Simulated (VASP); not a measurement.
## Ta2NbO2: single point with PBE

Crystal: Ta2NbO2.

```
Ta Nb O
1.0
     4.40215    0.00000    0.00000
    -2.20107    3.81237    0.00000
     0.00000    0.00000    4.74148
Ta Nb O
2 1 2
Direct
  0.00000 0.00000 0.50000
  0.00000 0.00000 0.00000
  0.33333 0.66667 0.00000
  0.33333 0.66667 0.36579
  0.33333 0.66667 0.63421
```

- Program: VASP 6.6.1
- Task: single point
- Functional: PBE
- Potentials or basis: VASP PAW PBE potentials, release 64 (Ta_sv_GW, Nb_sv, O)
- Cutoff: 600 eV
- k mesh: 6 × 6 × 4
- Occupations: gaussian, width 0.1 eV
- Spin: no spin polarisation
- Dipole correction: no
- Second run: valence_matched
- Further INCAR settings: ALGO = Normal; EDIFF = 1e-06; NBANDS = 34

| Property | Result |
| --- | --- |
| Pressure | 43.3 GPa |
| Largest force | 2.029 eV/Å |

Forces on the atoms (eV/Å):
```
Ta   0.000  0.000  0.000
Ta   0.000  0.000  0.000
Nb   0.000  0.000  0.000
O    0.000  0.000  2.029
O    0.000  0.000 -2.029
```

Stress tensor (GPa, compression positive):
```
21.31  0.00  0.00
 0.00 21.31  0.00
 0.00  0.00 87.38
```

Levels at points of the mesh, in eV from the Fermi level:
```csv
k point,band 22,band 23,band 24,band 25,band 26,band 27,band 28,band 29
"(0.00, 0.00, 0.00)",-2.08,-2.08,-0.51,-0.51,0.06,0.59,0.59,2.06
"(0.50, 0.00, 0.00)",-2.62,-1.88,-1.62,-1.53,-0.38,0.84,1.03,2.22
"(0.00, 0.00, 0.50)",-1.01,-1.01,-0.63,-0.63,1.06,1.15,1.15,1.20
"(0.50, 0.00, 0.50)",-1.37,-1.17,-0.83,-0.37,-0.13,0.26,0.42,0.82
```

Wall time 72 s on 1 thread of Intel(R) Xeon(R) Platinum 8375C CPU @ 2.90GHz (Ice Lake), on a shared host, peak memory 0.25 GiB.

Caveat: spin-orbit coupling is left out, which moves the levels of the heavy elements; an odd number of electrons without spin polarisation forces a metal; a magnetic or distorted state may lie lower.
